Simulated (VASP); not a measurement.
Crystal: Si2Mo.

```xyz
3
Lattice="-1.5838 1.5838 3.8908 1.5838 -1.5838 3.8908 1.5838 1.5838 -3.8908" Properties=species:S:1:pos:R:3 pbc="T T T"
Si    0.0000    0.0000    2.5913
Si    0.0000    0.0000    5.1903
Mo    0.0000    0.0000    0.0000
```

| Quantity | Value |
| --- | --- |
| Program | VASP 6.6.1 |
| Task | relaxation of cell and atoms |
| Functional | LDA |
| Potentials or basis | VASP PAW LDA potentials, release 64 (Si, Mo_sv) |
| Cutoff | 600 eV |
| k mesh | 14 × 14 × 14 |
| Occupations | fermi-dirac, width 0.05 eV |
| Spin | no spin polarisation |

At the start: pressure 1.1 GPa; volume 13.01 Å³/atom.

Q: How do energy, volume and symmetry change on relaxing?

A: Over 7 steps the energy falls by 2.2 meV/atom and the volume is 13.10 Å³/atom (+0.6 %); space group I4/mmm (No. 139, to 0.05 Å).

The path:
```
step  energy change (eV)  largest force (eV/Å)  pressure (GPa)  volume (Å³)
   1              0.0000                0.3239            1.12        39.04
   2             -0.0053                0.0450           -1.52        39.56
   3             -0.0057                0.1027           -0.99        39.45
   4             -0.0057                0.0922            1.00        39.14
   5             -0.0066                0.0050            0.01        39.29
   6             -0.0066                0.0010            0.00        39.29
   7             -0.0067                0.0005            0.00        39.29
```

Final structure:
```
CELL_PARAMETERS angstrom
-1.58859 1.58859 3.89227
1.58859 -1.58859 3.89227
1.58859 1.58859 -3.89227
ATOMIC_POSITIONS crystal
Si 0.33520 0.33520 0.00000
Si 0.66480 0.66480 0.00000
Mo 0.00000 0.00000 0.00000
```
